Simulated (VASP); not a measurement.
**Ta2AsN: single point with PBE**

The system is Ta2AsN.

```
CELL_PARAMETERS angstrom
3.09918 0.00000 0.00000
-1.54959 2.68397 0.00000
0.00000 0.00000 6.70430
ATOMIC_POSITIONS crystal
Ta 0.66667 0.33333 0.71284
Ta 0.66667 0.33333 0.28716
As 0.00000 0.00000 0.00000
N 0.33333 0.66667 0.50000
```

```yaml
Program: VASP 6.6.1
Task: single point
Functional: PBE
Potentials_or_basis: VASP PAW PBE potentials, release 64 (Ta_pv, As, N)
Cutoff: 520 eV
k_mesh: 15 × 15 × 6
Occupations: gaussian, width 0.1 eV
Spin: no spin polarisation
Dipole_correction: no
Further_INCAR_settings: ALGO = Normal; EDIFF = 1e-06; NBANDS = 24
```

The pressure is 0.5 GPa. The largest force is 0.016 eV/Å and the band gap on the k mesh is zero (band 16 reaches 8.19 eV, above the bottom of band 17 at 7.00 eV).

Forces on the atoms (eV/Å):
```
Ta   0.000  0.000 -0.016
Ta   0.000  0.000  0.016
As   0.000  0.000  0.000
N    0.000  0.000  0.000
```

Stress tensor (GPa, compression positive):
```
0.47 0.00 0.00
0.00 0.47 0.00
0.00 0.00 0.67
```

Levels at points of the mesh, in eV from the Fermi level:
```csv
k point,band 14,band 15,band 16,band 17,band 18,band 19
"(0.00, 0.00, 0.00)",-0.12,-0.12,0.38,0.38,1.37,1.37
"(0.00, 0.00, 0.50)",-0.81,-0.81,0.29,0.61,0.61,1.75
```

It took 100 s on 1 thread of Intel Xeon 6975P-C, with other jobs on the host, peak memory 0.28 GiB.

Caveat: spin-orbit coupling is left out, which moves the levels of the heavy elements.
